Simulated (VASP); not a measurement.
Input of a VASP 6.6.1 run:

Contents of POSCAR:

```
TiO3
1.0
    3.1820556788      0.0000000000      0.0000000000
    0.0000000000      3.1820556788      0.0000000000
    0.0000000000      0.0000000000      3.1820556788
Ti O
1 3
Direct
    0.0000000000      0.0000000000      0.0000000000
    0.0000000000      0.5000000000      0.5000000000
    0.5000000000      0.0000000000      0.5000000000
    0.5000000000      0.5000000000      0.0000000000
```

INCAR.step1

```
ALGO = Normal
EDIFF = 1E-4
ENCUT = 600
GGA = PE
ISMEAR = 0
LASPH = T
LCHARG = F
LREAL = F
LWAVE = T
NELM = 60
PREC = Accurate
SIGMA = 0.1
```

File INCAR.step2:

```
ALGO = Normal
EDIFF = 1E-6
EDIFFG = -0.01
ENCUT = 600
IBRION = 2
ISIF = 3
ISMEAR = 0
ISTART = 1
LASPH = T
LCHARG = F
LMIXTAU = T
LREAL = F
LWAVE = F
METAGGA = R2SCAN
NELM = 60
NSW = 100
PREC = Accurate
SIGMA = 0.1
```

Contents of KPOINTS:

```
k-points
0
Gamma
  14 14 14
```

Potentials or basis: VASP PAW PBE potentials, release 64 (Ti_sv, O).

Launch:

```console
$ cat potpaw_PBE.64/Ti_sv/POTCAR potpaw_PBE.64/O/POTCAR > POTCAR
$ cp INCAR.step1 INCAR
$ mpirun -np 1 vasp_std > vasp.out
$ cp INCAR.step2 INCAR
$ mpirun -np 1 vasp_std > vasp.out
```

**Question.** Predict the space group after relaxing (to 0.1 Å).

**Answer.** Pm-3m (No. 221).

**Question.** Predict the relaxed volume.

**Answer.** 8.09 Å³/atom.

Final structure:
```yaml
crystal:
  lattice:
    - [3.18609, 0.00000, 0.00000]
    - [0.00000, 3.18609, 0.00000]
    - [0.00000, 0.00000, 3.18609]
  atoms:
    - { symbol: Ti, position: [0.00000, 0.00000, 0.00000] }
    - { symbol: O, position: [0.00000, 0.50000, 0.50000] }
    - { symbol: O, position: [0.50000, 0.00000, 0.50000] }
    - { symbol: O, position: [0.50000, 0.50000, 0.00000] }
```

Caveat: the PAW data sets were made with another functional, which shifts forces and pressure a little.
